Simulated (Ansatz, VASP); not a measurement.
**HgTe: VASP beside Ansatz**

```
Hg Te
1.0
     0.00000    3.28916    3.28916
     3.28916    0.00000    3.28916
     3.28916    3.28916    0.00000
Hg Te
1 1
Cartesian
  0.0000 0.0000 0.0000
  1.6446 1.6446 1.6446
```

Alike in both runs: task single point; functional HSE06; k mesh 4 × 4 × 4; occupations fermi-dirac, width 0.02 eV; no spin polarisation.

```csv
,VASP,Ansatz
version,VASP 6.6.1,Ansatz 0.2.0
potentials or method,"VASP PAW PBE potentials, release 64 (Hg, Te)","plane waves, PAW"
plane-wave cutoff (eV),520,420
valence electrons in the cell,18,36
```

```csv
,VASP,Ansatz,Ansatz less VASP
pressure (GPa),0.1,0.1,+0.07
```

VASP's potentials hold 18 valence electrons a cell and Ansatz's 36, so a difference there can come from the potentials and not from the codes. Ansatz's warnings: filled band counts differ across k points, stress exchange threshold loose, stress scf threshold loose.

The k mesh is coarse, so the values compare programs but aren't converged. Spin-orbit coupling is off throughout.
